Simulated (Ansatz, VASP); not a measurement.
# Ge in VASP and in Ansatz

The input INCAR:

```
SYSTEM = Ge
PREC = Accurate ; ENCUT = 520
EDIFF = 1E-6 ; ISMEAR = 0
SIGMA = 0.1 ; LREAL = .FALSE.
LASPH = .TRUE. ; NELM = 60
ALGO = Normal ; ISIF = 2
LWAVE = .FALSE. ; LCHARG = .FALSE.
GGA = PE ; NBANDS = 96
```

The input KPOINTS:

```
Automatic mesh
0
G
  6 6 1
  0 0 0
```

POSCAR

```
Ge
1.0
    4.0675628000      0.0000000000      0.0000000000
   -2.0337814000      3.5226127000      0.0000000000
    0.0000000000      0.0000000000     19.9913056000
Ge
12
Direct
    0.0000000000      0.0000000000      0.1871430000
    0.0000000000      0.0000000000      0.6871430000
    0.0000000000      0.0000000000      0.3128570000
    0.0000000000      0.0000000000      0.8128570000
    0.3333333000      0.6666667000      0.5208100000
    0.6666667000      0.3333333000      0.0208100000
    0.3333333000      0.6666667000      0.9791900000
    0.6666667000      0.3333333000      0.4791900000
    0.3333333000      0.6666667000      0.6453270000
    0.6666667000      0.3333333000      0.1453270000
    0.3333333000      0.6666667000      0.8546730000
    0.6666667000      0.3333333000      0.3546730000
```

Input for Ansatz:

```yaml
crystal:
  lattice:
    - [4.0675628, 0.0, 0.0]
    - [-2.0337814, 3.5226127, 0.0]
    - [0.0, 0.0, 19.9913056]
  atoms:
    - { symbol: Ge, position: [0.0, 0.0, 0.187143] }
    - { symbol: Ge, position: [0.0, 0.0, 0.687143] }
    - { symbol: Ge, position: [0.0, 0.0, 0.312857] }
    - { symbol: Ge, position: [0.0, 0.0, 0.812857] }
    - { symbol: Ge, position: [0.3333333, 0.6666667, 0.52081] }
    - { symbol: Ge, position: [0.6666667, 0.3333333, 0.02081] }
    - { symbol: Ge, position: [0.3333333, 0.6666667, 0.97919] }
    - { symbol: Ge, position: [0.6666667, 0.3333333, 0.47919] }
    - { symbol: Ge, position: [0.3333333, 0.6666667, 0.645327] }
    - { symbol: Ge, position: [0.6666667, 0.3333333, 0.145327] }
    - { symbol: Ge, position: [0.3333333, 0.6666667, 0.854673] }
    - { symbol: Ge, position: [0.6666667, 0.3333333, 0.354673] }
basis:
  ecutwfc: 420
kpoints:
  mp_grid: { grid: [6, 6, 1] }
hamiltonian:
  xc: pbe
scf:
  occupations: { method: gaussian, width: 0.1 }
  lower_state_search: "off"
output:
  forces: true
  stress: true
  eigenvalues: true
```

Alike in both runs: task single point; functional PBE; k mesh 6 × 6 × 1; occupations gaussian, width 0.1 eV; no spin polarisation.

```csv
,VASP,Ansatz
version,VASP 6.6.1,Ansatz 0.2.0
potentials or method,"VASP PAW PBE potentials, release 64 (Ge_d), cutoff 520 eV","scalar-relativistic, plane waves, PAW"
valence electrons in the cell,168,168
```

```tsv
	VASP	Ansatz	Ansatz less VASP
gap on the k mesh at the Fermi level (eV)	0.09	0.09	+0.003
least direct gap on the mesh (eV)	0.09	0.09	+0.003
pressure (GPa)	0.1	0.1	+0.04
traceless stress, the component that is largest in VASP (GPa)	-0.40	-0.41	-0.006
rms of the force components (eV/Å)	0.006	0.006	-0.0001
```

Atom by atom the forces differ by 0.001 eV/Å (rms over components).
